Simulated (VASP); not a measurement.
# Li2S (Fm-3m) in VASP: settings compared, part 2 of 2

VASP 6.6.1.

### Step 5. Single point, PBEsol+D3(BJ)

File INCAR:

```
SYSTEM = Li2S
ALGO = Normal ; EDIFF = 1E-6
ENCUT = 750 ; GGA = PS
GGA_COMPAT = .False. ; ISIF = 2
ISMEAR = 0 ; IVDW = 12
LASPH = .True. ; LCHARG = .False.
LREAL = .False. ; LWAVE = .False.
NBANDS = 13 ; NELM = 120
PREC = Accurate ; SIGMA = 0.01
```

File KPOINTS:

```
k-points
0
Gamma
  6 6 6
  0 0 0
```

File POSCAR:

```
Li2S
1.0
    0.0000000000      2.8273105275      2.8273105275
    2.8273105275      0.0000000000      2.8273105275
    2.8273105275      2.8273105275      0.0000000000
Li S
2 1
Direct
    0.2500000000      0.2500000000      0.2500000000
    0.7500000000      0.7500000000      0.7500000000
    0.0000000000      0.0000000000      0.0000000000
```

Potentials or basis: VASP PAW PBE potentials, release 64 (Li_sv, S).

Launch:

```console
$ cat potpaw_PBE.64/Li_sv/POTCAR potpaw_PBE.64/S/POTCAR > POTCAR
$ mpirun -np 1 vasp_std > vasp.out
```

OUTCAR:

```text
SYSTEM = Li2S
   EDIFF = 1E-6
   ENCUT = 750
   GGA = PS
   ISIF = 2
   ISMEAR = 0
   IVDW = 12
   LASPH = .True.
   LREAL = .False.
   NELM = 120
   PREC = Accurate
 IVDW          = 12

 ion  position               nearest neighbor table
   1  0.250  0.250  0.250-   3 2.45   3 2.45   3 2.45   3 2.45
   2  0.750  0.750  0.750-   3 2.45   3 2.45   3 2.45   3 2.45
   3  0.000  0.000  0.000-   2 2.45   2 2.45   2 2.45   1 2.45   2 2.45   1 2.45   1 2.45   1 2.45

  LATTYP: Found a face centered cubic cell.
 ALAT       =     5.6546210550

  Lattice vectors:

 A1 = (   0.0000000000,   2.8273105275,   2.8273105275)
 A2 = (   2.8273105275,   0.0000000000,   2.8273105275)
 A3 = (   2.8273105275,   2.8273105275,   0.0000000000)

Analysis of symmetry for initial positions (statically):
=====================================================================
 Subroutine PRICEL returns:
 Original cell was already a primitive cell.

 Routine SETGRP: Setting up the symmetry group for a
 face centered cubic supercell.

 Subroutine GETGRP returns: Found 48 space group operations
 (whereof 48 operations were pure point group operations)
 out of a pool of 48 trial point group operations.

The static configuration has the point symmetry O_h .

Analysis of symmetry for dynamics (positions and initial velocities):
=====================================================================
 Subroutine PRICEL returns:
 Original cell was already a primitive cell.

 Routine SETGRP: Setting up the symmetry group for a
 face centered cubic supercell.

 Subroutine GETGRP returns: Found 48 space group operations
 (whereof 48 operations were pure point group operations)
 out of a pool of 48 trial point group operations.

The dynamic configuration has the point symmetry O_h .

 Subroutine INISYM returns: Found 48 space group operations
 (whereof 48 operations are pure point group operations),
 and found     1 'primitive' translations

----------------------------------------------------------------------------------------

                                     Primitive cell

  volume of cell :      45.2013

[... 113 lines left out ...]
 Gauss-broadening in eV      SIGMA  =   0.01
  energy-cutoff  :      750.00
  volume of cell :       45.20
 maximum number of plane-waves:      2126
   NGX = 17   NGY = 17   NGZ = 17

 number of electron      11.9999996 magnetization

 Free energy of the ion-electron system (eV)
  ---------------------------------------------------
  ext. energy  EPLUGINS =         0.00000000
  ---------------------------------------------------
  free energy    TOTEN  =       -12.37666677 eV

  energy without entropy =      -12.37666677  energy(sigma->0) =      -12.37666677

 E-fermi :   1.6416     XC(G=0):  -8.7268

 val. band max:        1.5548351716   @ k =   0.0000   0.0000   0.0000
 cond. band min:       4.7586770417   @ k =   0.5000   0.5000   0.0000
 fundamental gap:      3.2038418701
 Fermi energy:         1.6415794906

 k-point     1 :       0.0000    0.0000    0.0000
  band No.  band energies     occupation
      1     -41.8959      2.00000
      2     -41.8460      2.00000
      3      -9.5275      2.00000
      4       1.5548      2.00000
      5       1.5548      2.00000
      6       1.5548      2.00000
      7       5.7712      0.00000
      8       7.7132      0.00000
      9       7.7132      0.00000
     10       7.7132      0.00000
     11      12.7481      0.00000
     12      12.7481      0.00000
     13      13.9387      0.00000
[... 226 lines left out ...]
  band No.  band energies     occupation
      1     -41.8737      2.00000
      2     -41.8654      2.00000
      3      -8.9270      2.00000
      4      -0.5244      2.00000
      5      -0.2222      2.00000
      6      -0.1501      2.00000
      7       6.0982      0.00000
      8       9.5005      0.00000
      9       9.8882      0.00000
     10      11.6820      0.00000
     11      13.0843      0.00000
     12      14.0344      0.00000
     13      14.2518      0.00000

------------------------ aborting loop because EDIFF is reached ----------------------------------------

 Edisp (eV)   -0.68968

 E8    (eV) :    -0.4258

  FORCE on cell =-STRESS in cart. coord.  units (eV):
  Direction    XX          YY          ZZ          XY          YZ          ZX
  --------------------------------------------------------------------------------------
  -------------------------------------------------------------------------------------
  Total      -0.70730    -0.70730    -0.70730     0.00000     0.00000     0.00000
  in kB     -25.07060   -25.07060   -25.07060     0.00000     0.00000     0.00000
  external pressure =      -25.07 kB  Pullay stress =        0.00 kB

 VOLUME and BASIS-vectors are now :
 -----------------------------------------------------------------------------
  energy-cutoff  :      750.00
  volume of cell :       45.20
      direct lattice vectors                 reciprocal lattice vectors
     0.000000000  2.827310527  2.827310527    -0.176846510  0.176846510  0.176846510
     2.827310527  0.000000000  2.827310527     0.176846510 -0.176846510  0.176846510
     2.827310527  2.827310527  0.000000000     0.176846510  0.176846510 -0.176846510

 POSITION                                       TOTAL-FORCE (eV/Angst)
 -----------------------------------------------------------------------------------
      1.41366      1.41366      1.41366         0.000000      0.000000      0.000000
      4.24097      4.24097      4.24097        -0.000000     -0.000000     -0.000000
      0.00000      0.00000      0.00000        -0.000000     -0.000000      0.000000
 -----------------------------------------------------------------------------------
    total drift:                                0.000000      0.000000      0.000000

  FREE ENERGIE OF THE ION-ELECTRON SYSTEM (eV)
  ---------------------------------------------------
  free  energy   TOTEN  =       -13.0663453358 eV

  energy  without entropy=      -13.0663453358  energy(sigma->0) =      -13.06634534
```

stdout:

```text
POSCAR found type information on POSCAR LiS
 POSCAR found :  2 types and       3 ions
 scaLAPACK will be used
 -----------------------------------------------------------------------------
|                                                                             |
|                                                                             |
|     You enforced a specific xc type in the INCAR file but a different       |
|     I HOPE YOU KNOW WHAT YOU ARE DOING!                                     |
|                                                                             |
 -----------------------------------------------------------------------------

 LDA part: xc-table for (Slater+PW92), standard interpolation
 POSCAR, INCAR and KPOINTS ok, starting setup
 FFT: planning ... GRIDC
 FFT: planning ... GRID_SOFT
 FFT: planning ... GRID
 WAVECAR not read
 entering main loop
```

It took 12 s on 1 thread of Intel Xeon Platinum 8488C (Sapphire Rapids), shared host; peak memory 0.2 GiB.

Results:

```
Free energy                : -13.0663 eV
Pressure                   : -2.5 GPa
Band gap on the k mesh     : 3.20 eV (least direct gap 4.22 eV)
Dispersion energy per atom : -0.230 eV
```

Levels at points of the mesh, in eV from the valence-band top:
```
           k point  band 3  band 4  band 5  band 6  band 7  band 8  band 9  band 10
(0.00, 0.00, 0.00)  -11.08    0.00    0.00    0.00    4.22    6.16    6.16     6.16
(0.50, 0.00, 0.00)  -10.62   -3.00   -0.53   -0.53    6.11    6.49    6.49     8.35
(0.50, 0.50, 0.00)  -10.49   -2.24   -1.49   -1.49    3.20    7.08   11.13    11.13
```

Caveat: the PAW data sets were made with another functional, which shifts forces and pressure a little. A k mesh can miss the band edges.

### Step 6. Single point, PBEsol

This run uses another cell than the first one, of 15.29 Å³/atom.

File INCAR:

```
SYSTEM = Li2S
PREC = Accurate
ENCUT = 750
EDIFF = 1E-6
ISMEAR = 0
SIGMA = 0.01
LREAL = .False.
LASPH = .True.
NELM = 120
ALGO = Normal
ISIF = 2
LWAVE = .False.
LCHARG = .False.
GGA = PS
NBANDS = 13
GGA_COMPAT = .False.
```

File KPOINTS:

```
Automatic mesh
0
Gamma
  6 6 6
  0 0 0
```

File POSCAR:

```
Li2S
1.0
    0.0000000000      2.8414470801      2.8414470801
    2.8414470801      0.0000000000      2.8414470801
    2.8414470801      2.8414470801      0.0000000000
Li S
2 1
Direct
    0.2500000000      0.2500000000      0.2500000000
    0.7500000000      0.7500000000      0.7500000000
    0.0000000000      0.0000000000      0.0000000000
```

Potentials or basis: VASP PAW PBE potentials, release 64 (Li_sv, S).

Launch:

```console
$ cat potpaw_PBE.64/Li_sv/POTCAR potpaw_PBE.64/S/POTCAR > POTCAR
$ mpirun -np 1 vasp_std > vasp.out
```

Run time: 16 s. Hardware: 1 thread of Intel Xeon Platinum 8488C (Sapphire Rapids), shared host; peak memory 0.19 GiB.

It converged, with:

* Free energy: -12.3757 eV
* Pressure: -0.7 GPa
* Band gap on the k mesh: 3.21 eV (least direct gap 4.14 eV)

Levels at points of the mesh, in eV from the valence-band top:
```csv
k point,band 2,band 3,band 4,band 5,band 6,band 7,band 8,band 9,band 10,band 11
"(0.00, 0.00, 0.00)",-43.43,-11.04,0.00,0.00,0.00,4.14,6.15,6.15,6.15,11.15
"(0.50, 0.00, 0.00)",-43.45,-10.60,-2.95,-0.52,-0.52,6.03,6.48,6.48,8.27,12.74
"(0.50, 0.50, 0.00)",-43.44,-10.47,-2.21,-1.46,-1.46,3.21,7.04,11.03,11.03,12.07
```

Caveat: the PAW data sets were made with another functional, which shifts forces and pressure a little. A hybrid or GW would open this gap; PBEsol tends to underestimate it.

### Step 7. Overview

| level | cell | gap on the mesh (eV) | pressure (GPa) |
| --- | --- | --- | --- |
| PBEsol | a = 3.998 Å, angles 60.0°, 3 atoms | 3.20 | 0.0 |
| PBEsol | a = 3.978 Å, angles 60.0°, 3 atoms | 3.19 | 0.6 |
| PBEsol+D3(BJ) | a = 3.998 Å, angles 60.0°, 3 atoms | 3.20 | -2.5 |
| PBEsol | a = 4.018 Å, angles 60.0°, 3 atoms | 3.21 | -0.7 |

Alike in all rows: task single point; potentials or basis VASP PAW PBE potentials, release 64 (Li_sv, S); no spin polarisation; k mesh 6 × 6 × 6; cutoff (eV) 750; smearing gaussian 0.01 eV.

Caveats: the PAW data sets were made with another functional, which shifts forces and pressure a little.

Absolute energies hang on the potentials; compare differences alone.
